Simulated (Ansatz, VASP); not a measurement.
**Al3BN2 in VASP and in Ansatz**

```
Al B N
1.0
    -1.59156    1.59156    6.75298
     1.59156   -1.59156    6.75298
     1.59156    1.59156   -6.75298
Al B N
3 1 2
Direct
  0.67099 0.67099 0.00000
  0.00000 0.00000 0.00000
  0.32901 0.32901 0.00000
  0.50000 0.50000 0.00000
  0.83234 0.83234 0.00000
  0.16766 0.16766 0.00000
```

Change from the starting cell: species swapped into the Na3BrCl2 type (I4/mmm, No. 139).

Alike in both runs: task relaxation of cell and atoms; functional PBE; k mesh 5 × 5 × 5; occupations gaussian, width 0.15 eV; no spin polarisation.

```csv
,VASP,Ansatz
version,VASP 6.6.1,Ansatz 0.2.0
potentials or method,"VASP PAW PBE potentials, release 64 (Al, B, N), cutoff 600 eV","scalar-relativistic, plane waves, PAW"
valence electrons in the cell,22,22
```

VASP gave:

* gap on the k mesh at the Fermi level, each at its own relaxed structure (eV): none
* relaxed volume (Å³/atom): 9.56
* relaxed cell length with the largest relative difference (Å): 6.811

Task: Which values does Ansatz return?

Result: gap on the k mesh at the Fermi level, each at its own relaxed structure (eV): none; relaxed volume (Å³/atom): 9.53; relaxed cell length with the largest relative difference (Å): 6.797.

A gap of «none» marks a metal or a gap that the smearing closes.

The k mesh is coarse, so the values compare programs but aren't converged. Noted on VASP's run: the volume moved by over 15 % at a fixed basis, so the end points are rough.
